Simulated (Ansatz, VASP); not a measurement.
**Two plane-wave programs on Li2Se**

The input INCAR:

```
SYSTEM = Li2Se
PREC = Accurate
ENCUT = 750
EDIFF = 1E-7
ISMEAR = -1
SIGMA = 0.05
LREAL = .False.
LASPH = .True.
NELM = 120
ALGO = Normal
ISIF = 3
LWAVE = .False.
LCHARG = .False.
GGA = PE
IBRION = 2
NSW = 100
EDIFFG = -0.005
GGA_COMPAT = .False.
NELMIN = 4
```

File KPOINTS:

```
regular mesh
0
Gamma
  13 13 13
  0 0 0
```

File POSCAR:

```
Li2Se
1.0
    0.0000000000      2.8061992873      2.8061992873
    2.8061992873      0.0000000000      2.8061992873
    2.8061992873      2.8061992873      0.0000000000
Se Li
1 2
Direct
    0.0000000000      0.0000000000      0.0000000000
    0.2500000000      0.2500000000      0.2500000000
    0.7500000000      0.7500000000      0.7500000000
```

Input for Ansatz:

```yaml
crystal:
  lattice:
    - [0.0, 2.8061992873, 2.8061992873]
    - [2.8061992873, 0.0, 2.8061992873]
    - [2.8061992873, 2.8061992873, 0.0]
  atoms:
    - { symbol: Se, position: [0.0, 0.0, 0.0] }
    - { symbol: Li, position: [0.25, 0.25, 0.25] }
    - { symbol: Li, position: [0.75, 0.75, 0.75] }
kpoints:
  mp_grid: { grid: [13, 13, 13] }
scf:
  occupations: { method: fermi_dirac, width: 0.05 }
hamiltonian:
  xc: pbe
  pseudopotentials: { kind: paw }
output:
  forces: true
  stress: true
relax:
  f_tol: 0.005
  max_steps: 80
  cell: {}
```

Alike in both runs: task relaxation of cell and atoms; functional PBE; k mesh 13 × 13 × 13; occupations fermi-dirac, width 0.05 eV; no spin polarisation.

|  | VASP | Ansatz |
| --- | --- | --- |
| version | VASP 6.6.1 | Ansatz 0.2.0 |
| potentials or method | VASP PAW PBE potentials, release 64 (Se, Li_sv) | PAW with Ansatz's default frozen-core files, scalar-relativistic |
| plane-wave cutoff (eV) | 750 | 420 |
| valence electrons in the cell | 12 | 22 |

VASP gave:

* relaxed volume (Å³/atom): 17.98
* relaxed cell length with the largest relative difference (Å): 4.241

Q: What did Ansatz give for the same quantities?

A: Relaxed volume (Å³/atom): 18.05; relaxed cell length with the largest relative difference (Å): 4.247.

VASP's potentials hold 12 valence electrons a cell and Ansatz's 22, so a difference there can come from the potentials and not from the codes.

Noted on VASP's run: the volume moved by over 15 % at a fixed basis, so the end points are rough.
